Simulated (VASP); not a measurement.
Runs of VASP 6.6.1 on Be. The structure is that of space group Im-3m (No. 229), or close to it. The cells are those of the table. 

```csv
cell,k mesh,cutoff (eV),gap on the mesh (eV),pressure (GPa)
"a = 2.075 Å, angles 109.5°, 1 atom",24 × 24 × 24,520,none,19.9
"a = 2.170 Å, angles 109.5°, 1 atom",24 × 24 × 24,520,none,-0.7
"a = 2.208 Å, angles 109.5°, 1 atom",24 × 24 × 24,520,none,(b)
"a = 2.187 Å, angles 109.5°, 1 atom",24 × 24 × 24,520,none,-3.3
"a = 2.121 Å, angles 109.5°, 1 atom",24 × 24 × 24,520,none,8.7
"a = 2.170 Å, angles 109.5°, 1 atom",10 × 10 × 10,600,none,-0.6
"a = 2.098 Å, angles 109.5°, 1 atom",24 × 24 × 24,520,none,13.9
"a = 2.165 Å, angles 109.5°, 1 atom",24 × 24 × 24,520,none,(c)
"a = 2.144 Å, angles 109.5°, 1 atom",24 × 24 × 24,520,none,4.2
"a = 2.235 Å, angles 109.5°, 1 atom",24 × 24 × 24,520,none,(a)
```

Alike in all rows: task single point; level PBE; potentials or basis VASP PAW PBE potentials, release 64 (Be); no spin polarisation; smearing gaussian 0.1 eV.

Fill in the values left out.

(a) -9.9; (b) -6.4; (c) 0.2.

A gap of «none» marks levels without a gap at the run's occupations.
